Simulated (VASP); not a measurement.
# Cd (I4_1/amd) in VASP: a series of runs, part 2 of 2

VASP 6.6.1.

### 3 Single point, PBE (volume scaled by 0.75)

File INCAR:

```
PREC     = Accurate       # precision mode
ENCUT    = 520            # plane-wave cutoff, eV
EDIFF    = 1E-7           # SCF threshold, eV
ISMEAR   = -1             # smearing method
SIGMA    = 0.1            # smearing width, eV
LREAL    = F              # projectors in reciprocal space
LASPH    = T              # aspherical terms in the spheres
NELM     = 80             # most SCF steps
ALGO     = Normal         # electronic algorithm
ISIF     = 2              # what is computed and relaxed
LWAVE    = F              # write WAVECAR
LCHARG   = F              # write CHGCAR
GGA      = PE             # functional
NBANDS   = 19             # bands
```

File KPOINTS:

```
regular mesh
0
Gamma
  14 14 14
```

File POSCAR:

```
Cd
1.0
   -2.6648349074      2.6648349074      1.3654929030
    2.6648349074     -2.6648349074      1.3654929030
    2.6648349074      2.6648349074     -1.3654929030
Cd
2
Direct
   -0.3750000000     -0.1250000000     -0.2500000000
    0.3750000000      0.1250000000      0.2500000000
```

Potentials or basis: VASP PAW PBE potentials, release 64 (Cd).

Command:

```sh
cat potpaw_PBE.64/Cd/POTCAR > POTCAR
mpirun -np 1 vasp_std > vasp.out
```

Wall time 63 s (1 thread of Intel Xeon 6975P-C (Granite Rapids), shared host); peak memory 0.27 GiB.

It converged, with:

```
Free energy            : -0.6693 eV
Pressure               : 21.5 GPa
Band gap on the k mesh : zero (band 12 reaches 7.52 eV, above the bottom of band 13 at 1.31 eV)
```

Stress tensor (GPa, compression positive):
```
21.43  0.00  0.00
 0.00 21.43  0.00
 0.00  0.00 21.71
```

Levels at points of the mesh, in eV from the Fermi level:
| k point | band 9 | band 10 | band 11 | band 12 | band 13 | band 14 | band 15 | band 16 |
| --- | --- | --- | --- | --- | --- | --- | --- | --- |
| (0.00, 0.00, 0.00) | -8.83 | -8.51 | -8.06 | 1.06 | 1.06 | 3.92 | 6.47 | 12.02 |
| (0.50, 0.00, 0.00) | -8.46 | -8.18 | -2.46 | -1.13 | 2.21 | 3.17 | 4.74 | 6.70 |
| (0.50, 0.50, 0.00) | -8.63 | -8.63 | -6.40 | -6.40 | 5.27 | 5.27 | 6.92 | 6.92 |
| (0.50, 0.50, 0.50) | -8.78 | -8.78 | -3.44 | -3.44 | -2.47 | -2.47 | 13.00 | 13.00 |

### 4 Single point, PBE (volume scaled by 0.85)

File INCAR:

```
SYSTEM = Cd
ALGO = Normal ; EDIFF = 1E-6
ENCUT = 520 ; GGA = PE
ISIF = 2 ; ISMEAR = -1
LASPH = .TRUE. ; LCHARG = .FALSE.
LREAL = .FALSE. ; LWAVE = .FALSE.
NBANDS = 19 ; NELM = 80
PREC = Accurate ; SIGMA = 0.1
```

File KPOINTS:

```
k-points
0
G
  14 14 14
  0 0 0
```

File POSCAR:

```
Cd
1.0
   -2.7804564479      2.7804564479      1.4215283759
    2.7804564479     -2.7804564479      1.4215283759
    2.7804564479      2.7804564479     -1.4215283759
Cd
2
Direct
   -0.3750000000     -0.1250000000     -0.2500000000
    0.3750000000      0.1250000000      0.2500000000
```

Command:

```sh
cat potpaw_PBE.64/Cd/POTCAR > POTCAR
mpirun -np 1 vasp_std > vasp.out
```

Run time: 46 s. Hardware: 1 thread of Intel Xeon 6975P-C (Granite Rapids), shared host; peak memory 0.29 GiB.

The run converged. Its results:

```
Free energy            : -1.1323 eV
Pressure               : 8.6 GPa
Band gap on the k mesh : zero (band 12 reaches 6.19 eV, above the bottom of band 13 at 0.19 eV)
```

Stress tensor (GPa, compression positive):
```
8.59 0.00 0.00
0.00 8.59 0.00
0.00 0.00 8.74
```

Levels at points of the mesh, in eV from the Fermi level:
```csv
k point,band 9,band 10,band 11,band 12,band 13,band 14,band 15,band 16
"(0.00, 0.00, 0.00)",-8.56,-8.33,-7.97,1.19,1.19,3.03,6.14,11.22
"(0.50, 0.00, 0.00)",-8.27,-8.04,-2.03,-1.23,2.13,3.09,4.03,6.32
"(0.50, 0.50, 0.00)",-8.41,-8.41,-5.80,-5.80,4.88,4.88,6.32,6.32
"(0.50, 0.50, 0.50)",-8.53,-8.53,-2.80,-2.80,-2.57,-2.57,12.10,12.10
```

### 5 Single point, PBE (volume scaled by 0.85)

File INCAR:

```
PREC = Accurate ; ENCUT = 520
EDIFF = 1E-6 ; ISMEAR = -1
SIGMA = 0.1 ; LREAL = False
LASPH = True ; NELM = 80
ALGO = Normal ; ISIF = 2
LWAVE = False ; LCHARG = False
GGA = PE ; NBANDS = 19
```

File KPOINTS:

```
Automatic mesh
0
Gamma
  14 14 14
```

POSCAR is that of step 4.

Potentials or basis: VASP PAW PBE potentials, release 64 (Cd).

Command:

```sh
cat potpaw_PBE.64/Cd/POTCAR > POTCAR
mpirun -np 1 vasp_std > vasp.out
```

OUTCAR:

```text
PREC = Accurate
   ENCUT = 520
   EDIFF = 1E-6
   ISMEAR = -1
   LREAL = False
   LASPH = True
   NELM = 80
   ISIF = 2
   GGA = PE

 ion  position               nearest neighbor table
   1  0.625  0.875  0.750-   2 2.87   2 2.87   2 2.87   2 2.87   2 3.50   2 3.50   2 3.50   2 3.50

   2  0.375  0.125  0.250-   1 2.87   1 2.87   1 2.87   1 2.87   1 3.50   1 3.50   1 3.50   1 3.50

  LATTYP: Found a body centered tetragonal cell.
 ALAT       =     5.5609128958
 C/A-ratio  =     0.5112571991

  Lattice vectors:

[... 191 lines left out ...]
      4      -7.0163      2.00000
      5      -5.9659      2.00000
      6      -5.8171      2.00000
[... 505 lines left out ...]
      6      -6.3266      2.00000
[... 11 lines left out ...]
     18      11.6025      0.00000
     19      14.2165      0.00000

 [... further k-points ...]
[... 5 lines left out ...]
  --------------------------------------------------------------------------------------
  -------------------------------------------------------------------------------------
  Total        2.3559512      2.3559512      2.3987022      0.0000000      0.0000000      0.0000000
  in kB       85.8675671     85.8675671     87.4257144      0.0000000      0.0000000      0.0000000
  external PRESSURE =      86.3869496 kB  Pullay stress =       0.0000000 kB

 VOLUME and BASIS-vectors are now :
 -----------------------------------------------------------------------------
  energy-cutoff  :      520.00
  volume of cell :       43.96
      direct lattice vectors                 reciprocal lattice vectors
    -2.780456448  2.780456448  1.421528376     0.000000000  0.179826589  0.351734097
     2.780456448 -2.780456448  1.421528376     0.179826589  0.000000000  0.351734097
     2.780456448  2.780456448 -1.421528376     0.179826589  0.179826589  0.000000000

 POSITION                                       TOTAL-FORCE (eV/Angst)
 -----------------------------------------------------------------------------------
      2.78046      1.39023      1.06615        -0.000000      0.000000     -0.000000
      0.00000      1.39023      0.35538         0.000000     -0.000000      0.000000
 -----------------------------------------------------------------------------------
    total drift:                                0.000000     -0.000000      0.000000

  FREE ENERGIE OF THE ION-ELECTRON SYSTEM (eV)
  ---------------------------------------------------
  free  energy   TOTEN  =        -1.1323476620 eV

  energy  without entropy=       -1.1054966347  energy(sigma->0) =       -1.11892215
```

OSZICAR:

```text
N       E                     dE             d eps       ncg     rms          rms(c)
DAV:   1     0.174088164796E+03    0.17409E+03   -0.13075E+04  9280   0.127E+03
DAV:   2     0.279817387028E+01   -0.17129E+03   -0.16545E+03  9640   0.332E+02
DAV:   3    -0.123273903788E+01   -0.40309E+01   -0.40229E+01 10651   0.580E+01
DAV:   4    -0.123999282775E+01   -0.72538E-02   -0.72533E-02 10097   0.230E+00
DAV:   5    -0.124001615838E+01   -0.23331E-04   -0.23330E-04 10177   0.125E-01    0.471E+00
DAV:   6    -0.114110350091E+01    0.98913E-01   -0.22721E-01 10165   0.567E+00    0.365E+00
DAV:   7    -0.113291126539E+01    0.81922E-02   -0.25332E-02 10134   0.147E+00    0.166E+00
DAV:   8    -0.113228962311E+01    0.62164E-03   -0.29282E-03  9716   0.674E-01    0.800E-02
DAV:   9    -0.113231921793E+01   -0.29595E-04   -0.12995E-05 10727   0.358E-02    0.300E-02
DAV:  10    -0.113234777529E+01   -0.28557E-04   -0.24905E-05  9834   0.466E-02    0.262E-03
DAV:  11    -0.113234766197E+01    0.11332E-06   -0.54590E-08  5651   0.229E-03
   1 F= -.11323477E+01 E0= -.11189221E+01  d E =-.268510E-01
```

Run time: 3.8 min. Hardware: 1 thread of Oxide Virtual Turin-like, shared host; peak memory 0.26 GiB.

Results:

- Free energy: -1.1323 eV
- Pressure: 8.6 GPa
- Band gap on the k mesh: zero (band 12 reaches 6.19 eV, above the bottom of band 13 at 0.19 eV)

Stress tensor (GPa, compression positive):
```
8.59 0.00 0.00
0.00 8.59 0.00
0.00 0.00 8.74
```

### 6 Summary

| cell | gap on the mesh (eV) | pressure (GPa) |
| --- | --- | --- |
| a = 3.821 Å, angles 96.7, 96.7, 140.1°, 2 atoms | none | 47.9 |
| a = 4.008 Å, angles 96.7, 96.7, 140.2°, 2 atoms | none | 21.5 |
| a = 4.181 Å, angles 96.6, 96.6, 140.2°, 2 atoms | none | 8.6 |

Alike in all rows: task single point; level PBE; potentials or basis VASP PAW PBE potentials, release 64 (Cd); no spin polarisation; k mesh 14 × 14 × 14; cutoff (eV) 520; smearing fermi-dirac 0.1 eV.

Absolute energies hang on the potentials; compare differences alone.
